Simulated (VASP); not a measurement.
Runs of VASP 6.6.1 on HfO2. The structure is that of space group P4_2/mnm (No. 136), or close to it. The cells are those of the table. 

```tsv
task	cell	cutoff (eV)	gap on the mesh (eV)	pressure (GPa)	largest force (eV/Å)
single point	a = 4.789, b = 4.789, c = 3.186 Å, 6 atoms	520	3.83	-2.1	0.04
single point	a = 4.502, b = 4.502, c = 3.089 Å, 6 atoms	520	4.41	(c)	0.05
single point	a = 4.885, b = 4.885, c = 3.147 Å, 6 atoms	520	3.69	(d)	0.05
relaxation of shape and atoms at fixed volume	relaxed from a = 4.892, b = 4.892, c = 3.236 Å, 6 atoms	600	3.68	-14.0	0.01
relaxation of the atoms	atoms relaxed from a = 4.789, b = 4.789, c = 3.058 Å, 6 atoms	520	3.79	10.1	-
single point	a = 5.076, b = 5.076, c = 3.088 Å, 6 atoms	520	(b)	-14.8	0.07
single point	a = 4.350, b = 4.350, c = 3.049 Å, 6 atoms	520	4.64	87.7	0.06
single point	a = 4.702, b = 4.702, c = 3.155 Å, 6 atoms	520	3.99	9.8	0.03
single point	a = 4.758, b = 4.758, c = 3.175 Å, 6 atoms	520	3.88	(a)	0.04
relaxation of the atoms	atoms relaxed from a = 4.789, b = 4.789, c = 3.313 Å, 6 atoms	520	3.74	-12.0	0.01
single point	a = 4.980, b = 4.980, c = 3.109 Å, 6 atoms	520	3.58	-11.0	0.07
relaxation of shape and atoms at fixed volume	relaxed from a = 4.962, b = 4.962, c = 3.264 Å, 6 atoms	600	3.62	-19.7	0.01
```

Alike in all rows: level LDA; potentials or basis VASP PAW LDA potentials, release 64 (Hf_pv, O); no spin polarisation; k mesh 6 × 6 × 8; smearing gaussian 0.02 eV.

Question: Fill in the values left out.

Answer: (a) 1.8; (b) 3.55; (c) 47.7; (d) -7.1.

Caveats: spin-orbit coupling is left out, which moves the levels of the heavy elements; the cell stands under pressure (at least some runs); the cell stands under tension (at least some runs).

A k mesh can miss the band edges, and the runs leave out spin-orbit coupling on Hf.
